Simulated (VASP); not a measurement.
ZrC, 2 atoms in the cell. The structure is cubic, space group Fm-3m (No. 225). Conventional cell: a = 4.730 Å, b = 4.730 Å, c = 4.730 Å, α = 90.00°, β = 90.00°, γ = 90.00°. Within 3.1 Å of Zr (site symmetry m-3m) lie 6 C at 2.37 Å. C (site symmetry m-3m) has 6 Zr at 2.37 Å within 3.1 Å. 

- Program: VASP 6.6.1
- Task: single point
- Functional: PBE
- Potentials or basis: VASP PAW PBE potentials, release 64 (Zr_sv, C)
- Cutoff: 520 eV
- k mesh: 12 × 12 × 12
- Occupations: fermi-dirac, width 0.1 eV
- Spin: no spin polarisation
- Dipole correction: no
- Further INCAR settings: ALGO = Normal; EDIFF = 1e-06; NBANDS = 15

Potentials or basis: VASP PAW PBE potentials, release 64 (Zr_sv, C).

Command:

```sh
$ cat potpaw_PBE.64/Zr_sv/POTCAR potpaw_PBE.64/C/POTCAR > POTCAR
$ mpirun -np 1 vasp_std > vasp.out
```

Hardware: 1 thread of AMD EPYC 9R45 96-Core Processor (Zen 5), on a shared host.

**Question.** How long does it take, and how much memory?

**Answer.** Wall time 19 s on 1 thread of AMD EPYC 9R45 96-Core Processor (Zen 5), on a shared host, peak memory 0.14 GiB. Counts: scf iterations 14, k points 72.
